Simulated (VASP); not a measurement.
# TiO2 (P2_1/c) in VASP: single point with r2SCAN

Aim: the single point of TiO2 with r2SCAN.

All numbers are computed with VASP 6.6.1; they aren't measurements. Logs are shortened: lines on timing, memory, paths and dates and some standing lists are left out, and cuts for length are marked.

## (1) The cell of the first run

It takes space group P2_1/c (No. 14, monoclinic). Conventional cell: a = 4.803 Å, b = 4.873 Å, c = 5.050 Å, α = 90.00°, β = 99.98°, γ = 90.00°. Ti (site symmetry 1) has 7 O at 1.87 to 2.24 Å within 2.5 Å. Within 2.5 Å of O (site symmetry 1) lie 3 Ti at 1.87 to 2.03 Å and 2 O at 2.41 to 2.42 Å. Within 2.9 Å of O (site symmetry 1) lie 4 Ti at 1.99 to 2.24 Å and 8 O at 2.41 to 2.80 Å.

## (2) Single point, r2SCAN

The input, POSCAR:

```
TiO2
1.0
    4.8024411267      0.0000000000     -0.0653077282
    0.0000000000      4.8733346319      0.0000000000
   -0.8077807013      0.0000000000      4.9851487463
Ti O
4 8
Direct
    0.2765147681      0.0547718284      0.2158392007
    0.7234852319      0.5547718284      0.2841607993
    0.7234852319      0.9452281716      0.7841607993
    0.2765147681      0.4452281716      0.7158392007
    0.0630655833      0.3229023150      0.3526492349
    0.9369344167      0.8229023150      0.1473507651
    0.9369344167      0.6770976850      0.6473507651
    0.0630655833      0.1770976850      0.8526492349
    0.4475155433      0.7582793157      0.4608005765
    0.5524844567      0.2582793157      0.0391994235
    0.5524844567      0.2417206843      0.5391994235
    0.4475155433      0.7417206843      0.9608005765
```

The input, INCAR.step1:

```
SYSTEM = TiO2
PREC = Accurate
ENCUT = 520
ISMEAR = 0
SIGMA = 0.1
LREAL = .FALSE.
LASPH = .TRUE.
NELM = 60
NBANDS = 60
GGA = PE
ALGO = Normal
EDIFF = 1E-4
LWAVE = .TRUE.
LCHARG = .FALSE.
```

The input, INCAR.step2:

```
SYSTEM = TiO2
PREC = Accurate
ENCUT = 520
EDIFF = 1E-6
ISMEAR = 0
SIGMA = 0.1
LREAL = .FALSE.
LASPH = .TRUE.
NELM = 60
ALGO = Normal
ISIF = 2
LWAVE = .FALSE.
LCHARG = .TRUE.
METAGGA = R2SCAN
LMIXTAU = .TRUE.
LELF = .TRUE.
LVHAR = .TRUE.
NBANDS = 60
ISTART = 1
```

The input, KPOINTS:

```
Automatic mesh
0
G
  4 4 4
  0 0 0
```

Potentials or basis: VASP PAW PBE potentials, release 64 (Ti_sv, O).

Command:

```sh
$ cat potpaw_PBE.64/Ti_sv/POTCAR potpaw_PBE.64/O/POTCAR > POTCAR
$ cp INCAR.step1 INCAR
$ mpirun -np 1 vasp_std > vasp.out
$ cp INCAR.step2 INCAR
$ mpirun -np 1 vasp_std > vasp.out
```

OUTCAR:

```text
SYSTEM = TiO2
   PREC = Accurate
   ENCUT = 520
   EDIFF = 1E-6
   ISMEAR = 0
   LREAL = .FALSE.
   LASPH = .TRUE.
   NELM = 60
   ISIF = 2
   METAGGA = R2SCAN
   ISTART = 1

 ion  position               nearest neighbor table
   1  0.277  0.055  0.216-   5 1.87   6 1.96   9 1.99  10 1.99   8 2.03  11 2.12  12 2.24
   2  0.723  0.555  0.284-   6 1.87   5 1.96  10 1.99   9 1.99   7 2.03  12 2.12  11 2.24
   3  0.723  0.945  0.784-   7 1.87   8 1.96  11 1.99  12 1.99   6 2.03   9 2.12  10 2.24
   4  0.277  0.445  0.716-   8 1.87   7 1.96  12 1.99  11 1.99   5 2.03  10 2.12   9 2.24
   5  0.063  0.323  0.353-   1 1.87   2 1.96   4 2.03
   6  0.937  0.823  0.147-   2 1.87   1 1.96   3 2.03
   7  0.937  0.677  0.647-   3 1.87   4 1.96   2 2.03
   8  0.063  0.177  0.853-   4 1.87   3 1.96   1 2.03
   9  0.448  0.758  0.461-   1 1.99   2 1.99   3 2.12   4 2.24
  10  0.552  0.258  0.039-   2 1.99   1 1.99   4 2.12   3 2.24
  11  0.552  0.242  0.539-   3 1.99   4 1.99   1 2.12   2 2.24
  12  0.448  0.742  0.961-   4 1.99   3 1.99   2 2.12   1 2.24

  LATTYP: Found a simple monoclinic cell.
 ALAT       =     4.8028851615
 B/A-ratio  =     1.0146681563
 C/A-ratio  =     1.0514867408
 COS(beta)  =    -0.1733589336

  Lattice vectors:

 A1 = (   4.8024411267,   0.0000000000,  -0.0653077282)
 A2 = (   0.0000000000,   4.8733346319,   0.0000000000)
 A3 = (  -0.8077807013,   0.0000000000,   4.9851487463)

Analysis of symmetry for initial positions (statically):
=====================================================================
 Subroutine PRICEL returns:
 Original cell was already a primitive cell.

 Routine SETGRP: Setting up the symmetry group for a
 simple monoclinic supercell.

 Subroutine GETGRP returns: Found  4 space group operations
 (whereof  2 operations were pure point group operations)
 out of a pool of  4 trial point group operations.

The static configuration has the point symmetry S_2 .
 The point group associated with its full space group is C_2h.

Analysis of symmetry for dynamics (positions and initial velocities):
=====================================================================
 Subroutine PRICEL returns:
 Original cell was already a primitive cell.

 Routine SETGRP: Setting up the symmetry group for a
 simple monoclinic supercell.

 Subroutine GETGRP returns: Found  4 space group operations
 (whereof  2 operations were pure point group operations)
[... 132 lines left out ...]
   TEBEG  =    0.0;   TEEND  =   0.0 temperature during run
   PSTRESS=    0.0 pullay stress
   NELECT =      96.0000    total number of electrons
   NUPDOWN=      -1.0000    fix difference up-down
   EMIN   =  10.00;   EMAX   =-10.00  energy-range for DOS
   EFERMI =   0.00;   METHOD = LEGACY
   ISMEAR =     0;   SIGMA  =   0.10  broadening in eV -4-tet -1-fermi 0-gaus
   EFERMI_NEDOS =   21; number of points for ismear=-14 and -15
   IALGO  =     38    algorithm
   IMIX   =      4    mixing-type and parameters
     AMIX     =   0.40;   BMIX     =  1.00
     AMIX_MAG =   1.60;   BMIX_MAG =  1.00
  volume/ion in A,a.u.               =       9.70        65.47
  Fermi-wavevector in a.u.,A,eV,Ry     =   1.535191  2.901091 32.066371  2.356812
  Thomas-Fermi vector in A             =   2.642014
   LORBIT       =      0    0 simple, 1 ext, 2 COOP (PROOUT), +10 PAW based schemes
   METAGGA = R2SCAN    functional components
   LHFCALC =     F    Hartree Fock is set to
   AEXX    =    0.0000 exact exchange contribution
   IVDW    =     0    specifies the selected vdW correction
   LEPSILON=     F    determine dielectric tensor
   LRPA    =     F    only Hartree local field effects (RPA)
 non-spin polarized calculation
 Gauss-broadening in eV      SIGMA  =   0.10
  energy-cutoff  :      520.00
  volume of cell :      116.41
 maximum number of plane-waves:      3172
   NGX = 17   NGY = 19   NGZ = 19

 number of electron      96.0000015 magnetization

 Free energy of the ion-electron system (eV)
  ---------------------------------------------------
  ext. energy  EPLUGINS =         0.00000000
  ---------------------------------------------------
  free energy    TOTEN  =      -139.20706851 eV

  energy without entropy =     -139.20706851  energy(sigma->0) =     -139.20706851

 E-fermi :   5.9642     XC(G=0): -12.6298

 val. band max:        5.3527642063   @ k =   0.0000   0.0000   0.0000
 cond. band min:       8.0751909562   @ k =   0.5000   0.0000   0.0000
 fundamental gap:      2.7224267499
 Fermi energy:         5.9642004130

 k-point     1 :       0.0000    0.0000    0.0000
  band No.  band energies     occupation
      1     -53.5138      2.00000
      2     -53.4774      2.00000
      3     -53.4752      2.00000
      4     -53.4744      2.00000
      5     -28.9019      2.00000
      6     -28.8809      2.00000
[... 1501 lines left out ...]
     59      10.3157      0.00000
     60      10.3173      0.00000

 [... further k-points ...]

------------------------ aborting loop because EDIFF is reached ----------------------------------------

  FORCE on cell =-STRESS in cart. coord.  units (eV):
  Direction    XX          YY          ZZ          XY          YZ          ZX
  --------------------------------------------------------------------------------------
  -------------------------------------------------------------------------------------
  Total        1.2419918      0.9128046      0.7197454      0.0000000      0.0000000      0.1408353
  in kB       17.0931048     12.5626140      9.9056076      0.0000000      0.0000000      1.9382676
  external PRESSURE =      13.1871088 kB  Pullay stress =       0.0000000 kB

 VOLUME and BASIS-vectors are now :
 -----------------------------------------------------------------------------
  energy-cutoff  :      520.00
  volume of cell :      116.41
      direct lattice vectors                 reciprocal lattice vectors
     4.802441127  0.000000000 -0.065307728     0.208687283  0.000000000  0.033815151
     0.000000000  4.873334632  0.000000000     0.000000000  0.205198304  0.000000000
    -0.807780701  0.000000000  4.985148746     0.002733899  0.000000000  0.201038814

 POSITION                                       TOTAL-FORCE (eV/Angst)
 -----------------------------------------------------------------------------------
      1.15360      0.26692      1.05793         0.036782     -0.055767     -0.085891
      3.24496      2.70359      1.36933        -0.036782     -0.055767      0.085891
      2.84107      4.60641      3.86191        -0.036782      0.055767      0.085891
      0.74970      2.16975      3.55051         0.036782      0.055767     -0.085891
      0.01801      1.57361      1.75389        -0.019504      0.002946      0.016777
      4.38055      4.01028      0.67338         0.019504      0.002946     -0.016777
      3.97665      3.29972      3.16595         0.019504     -0.002946     -0.016777
     -0.38588      0.86306      4.24646        -0.019504     -0.002946      0.016777
      1.77694      3.69535      2.26793        -0.063454     -0.039798      0.071376
      2.62161      1.25868      0.15933         0.063454     -0.039798     -0.071376
      2.21772      1.17799      2.65191         0.063454      0.039798     -0.071376
      1.37305      3.61465      4.76051        -0.063454      0.039798      0.071376
 -----------------------------------------------------------------------------------
    total drift:                                0.000000     -0.000000      0.000000

  FREE ENERGIE OF THE ION-ELECTRON SYSTEM (eV)
  ---------------------------------------------------
  free  energy   TOTEN  =      -139.2070685088 eV

  energy  without entropy=     -139.2070685088  energy(sigma->0) =     -139.20706851
```

OUTCAR.step1:

```text
SYSTEM = TiO2
   PREC = Accurate
   ENCUT = 520
   ISMEAR = 0
   LREAL = .FALSE.
   LASPH = .TRUE.
   NELM = 60
[... 1776 lines left out ...]
      2.62161      1.25868      0.15933         0.121447     -0.043725     -0.081003
      2.21772      1.17799      2.65191         0.121447      0.043725     -0.081003
      1.37305      3.61465      4.76051        -0.121447      0.043725      0.081003
 -----------------------------------------------------------------------------------
    total drift:                                0.000000     -0.000000      0.000000

  FREE ENERGIE OF THE ION-ELECTRON SYSTEM (eV)
  ---------------------------------------------------
  free  energy   TOTEN  =      -106.9150705161 eV

  energy  without entropy=     -106.9150705161  energy(sigma->0) =     -106.91507052
```

OSZICAR.step1:

```text
N       E                     dE             d eps       ncg     rms          rms(c)
DAV:   1     0.153422397181E+04    0.15342E+04   -0.47573E+04  3600   0.194E+03
DAV:   2     0.183990898074E+03   -0.13502E+04   -0.12760E+04  3632   0.606E+02
DAV:   3    -0.119113873734E+03   -0.30310E+03   -0.29316E+03  4568   0.246E+02
DAV:   4    -0.140780776105E+03   -0.21667E+02   -0.21606E+02  5232   0.724E+01
DAV:   5    -0.141957261740E+03   -0.11765E+01   -0.11759E+01  5536   0.140E+01    0.444E+01
DAV:   6    -0.108202646150E+03    0.33755E+02   -0.21326E+02  5108   0.992E+01    0.180E+01
DAV:   7    -0.107420579904E+03    0.78207E+00   -0.39656E+01  5120   0.364E+01    0.115E+01
DAV:   8    -0.107063675420E+03    0.35690E+00   -0.64187E+00  4916   0.176E+01    0.484E+00
DAV:   9    -0.106904340182E+03    0.15934E+00   -0.14345E+00  5492   0.725E+00    0.137E+00
DAV:  10    -0.106916835567E+03   -0.12495E-01   -0.13618E-01  4516   0.237E+00    0.354E-01
DAV:  11    -0.106914891452E+03    0.19441E-02   -0.19139E-02  4380   0.729E-01    0.127E-01
DAV:  12    -0.106915227103E+03   -0.33565E-03   -0.30621E-03  4804   0.328E-01    0.117E-01
DAV:  13    -0.106915087329E+03    0.13977E-03   -0.13691E-03  4228   0.215E-01    0.487E-02
DAV:  14    -0.106915070516E+03    0.16813E-04   -0.25990E-04  2792   0.118E-01
   1 F= -.10691507E+03 E0= -.10691507E+03  d E =-.427418E-12
```

Wall time 11 min (1 thread of Intel Xeon Platinum 8375C at 2.90GHz (Ice Lake), shared host); peak memory 0.32 GiB.

Results:

```
Free energy            : -139.2071 eV
Pressure               : 1.3 GPa
Largest force          : 0.109 eV/Å
Band gap on the k mesh : 2.72 eV (least direct gap 2.84 eV)
```

Forces on the atoms (eV/Å):
```
Ti   0.037 -0.056 -0.086
Ti  -0.037 -0.056  0.086
Ti  -0.037  0.056  0.086
Ti   0.037  0.056 -0.086
O   -0.020  0.003  0.017
O    0.020  0.003 -0.017
O    0.020 -0.003 -0.017
O   -0.020 -0.003  0.017
O   -0.063 -0.040  0.071
O    0.063 -0.040 -0.071
O    0.063  0.040 -0.071
O   -0.063  0.040  0.071
```

Levels at points of the mesh, in eV from the valence-band top:
| k point | band 46 | band 47 | band 48 | band 49 | band 50 | band 51 |
| --- | --- | --- | --- | --- | --- | --- |
| (0.00, 0.00, 0.00) | -0.62 | -0.07 | 0.00 | 2.85 | 2.94 | 3.31 |
| (0.50, 0.00, 0.00) | -0.80 | -0.54 | -0.12 | 2.72 | 3.26 | 3.27 |
| (0.00, 0.50, 0.00) | -0.97 | -0.37 | -0.37 | 3.27 | 3.27 | 3.59 |
| (0.50, 0.50, 0.00) | -1.01 | -0.80 | -0.80 | 3.09 | 3.09 | 3.40 |
| (0.00, 0.00, 0.50) | -1.08 | -0.44 | -0.44 | 3.05 | 3.05 | 3.27 |
| (0.50, 0.00, 0.50) | -1.10 | -0.66 | -0.66 | 2.76 | 2.76 | 3.68 |
| (0.00, 0.50, 0.50) | -1.12 | -0.88 | -0.88 | 3.10 | 3.10 | 3.22 |
| (0.50, 0.50, 0.50) | -1.22 | -0.95 | -0.95 | 3.01 | 3.01 | 3.30 |

Caveat: the PAW data sets were made with another functional, which shifts forces and pressure a little. r2SCAN opens gaps a little over a GGA but as a rule still falls short of measured ones.
